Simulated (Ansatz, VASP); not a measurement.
# Two plane-wave programs on Mg

```
Mg
1.0
     3.19531    0.00000    0.00000
    -1.59766    2.76722    0.00000
     0.00000    0.00000    5.18794
Mg
2
Cartesian
  0.0000 1.8448 1.2970
  1.5977 0.9224 3.8910
```

Alike in both runs: task single point; functional PBE; k mesh 16 × 16 × 9; occupations fermi-dirac, width 0.1 eV; no spin polarisation.

```csv
,VASP,Ansatz
version,VASP 6.6.1,Ansatz 0.2.0
potentials or method,"VASP PAW PBE potentials, release 64 (Mg), cutoff 520 eV","plane waves (420 eV) with PAW, scalar-relativistic"
valence electrons in the cell,4,20
```

VASP gave:

| Item | Value |
| --- | --- |
| pressure (GPa) | -0.1 |
| traceless stress, the component that is largest in VASP (GPa) | -0.06 |

Q: Which values does Ansatz return?

A: Pressure (GPa): 0.1; traceless stress, the component that is largest in VASP (GPa): -0.06.

VASP's potentials hold 4 valence electrons a cell and Ansatz's 20, so a difference there can come from the potentials and not from the codes.
